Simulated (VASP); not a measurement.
Input of a VASP 6.6.1 run:

The input INCAR:

```
SYSTEM = ZrB
PREC = Accurate
ENCUT = 520
EDIFF = 1E-6
ISMEAR = 0
SIGMA = 0.1
LREAL = .FALSE.
LASPH = .TRUE.
NELM = 100
ALGO = Normal
ISIF = 2
LWAVE = .FALSE.
LCHARG = .FALSE.
GGA = PE
NBANDS = 32
```

File KPOINTS:

```
Automatic mesh
0
G
  12 12 10
  0 0 0
```

POSCAR

```
ZrB
1.0
    5.2007753533      0.0000000000      0.0000000000
   -2.6003876766      4.5040035754      0.0000000000
    0.0000000000      0.0000000000      3.8122848143
Zr B
3 3
Direct
    0.0000000000      0.0000000000      0.0000000000
    0.3333333333      0.6666666667      0.5000000000
    0.6666666667      0.3333333333      0.5000000000
    0.5000000000      0.0000000000      0.0000000000
    0.5000000000      0.5000000000      0.0000000000
    0.0000000000      0.5000000000      0.0000000000
```

Potentials or basis: VASP PAW PBE potentials, release 64 (Zr_sv, B).

Command:

```bash
$ cat potpaw_PBE.64/Zr_sv/POTCAR potpaw_PBE.64/B/POTCAR > POTCAR
$ mpirun -np 1 vasp_std > vasp.out
```

Predict the band gap on the k mesh.

zero (an odd number of electrons rules out a gap without spin polarisation).

What does it give for the pressure?

0.1 GPa.
